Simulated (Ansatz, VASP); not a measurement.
# SnSe: VASP beside Ansatz

INCAR

```
SYSTEM = SnSe
ALGO = Normal
EDIFF = 1E-6
ENCUT = 520
GGA = PS
ISIF = 2
ISMEAR = 0
LASPH = .TRUE.
LCHARG = .FALSE.
LREAL = .FALSE.
LWAVE = .FALSE.
NBANDS = 17
NELM = 80
PREC = Accurate
SIGMA = 0.01
```

File KPOINTS:

```
k-points
0
G
  6 6 6
  0 0 0
```

POSCAR

```
SnSe
1.0
    0.0000000000      3.0021131514      3.0021131514
    3.0021131514      0.0000000000      3.0021131514
    3.0021131514      3.0021131514      0.0000000000
Sn Se
1 1
Direct
    0.0000000000      0.0000000000      0.0000000000
    0.5000000000      0.5000000000      0.5000000000
```

Input for Ansatz:

```yaml
crystal:
  lattice:
    - [0.0, 3.0021131514, 3.0021131514]
    - [3.0021131514, 0.0, 3.0021131514]
    - [3.0021131514, 3.0021131514, 0.0]
  atoms:
    - { symbol: Sn, position: [0.0, 0.0, 0.0] }
    - { symbol: Se, position: [0.5, 0.5, 0.5] }
kpoints:
  mp_grid: { grid: [6, 6, 6] }
hamiltonian:
  xc: pbesol
scf:
  occupations: { method: fixed }
  n_extra_bands: 4
output:
  forces: true
  stress: true
  eigenvalues: true
```

Alike in both runs: task single point; functional PBEsol; k mesh 6 × 6 × 6; no spin polarisation.

|  | VASP | Ansatz |
| --- | --- | --- |
| version | VASP 6.6.1 | Ansatz 0.2.0 |
| potentials or method | VASP PAW PBE potentials, release 64 (Sn_d, Se) | plane waves |
| plane-wave cutoff (eV) | 520 | 420 |
| occupations | gaussian, width 0.01 eV | fixed |
| valence electrons in the cell | 20 | 30 |

```tsv
	VASP	Ansatz	Ansatz less VASP
gap on the k mesh at the Fermi level (eV)	0.68	0.68	-0.002
pressure (GPa)	-1.9	-1.9	-0.01
```

VASP's potentials were made for PBE, not for PBEsol. VASP's potentials hold 20 valence electrons a cell and Ansatz's 30, so a difference there can come from the potentials and not from the codes.
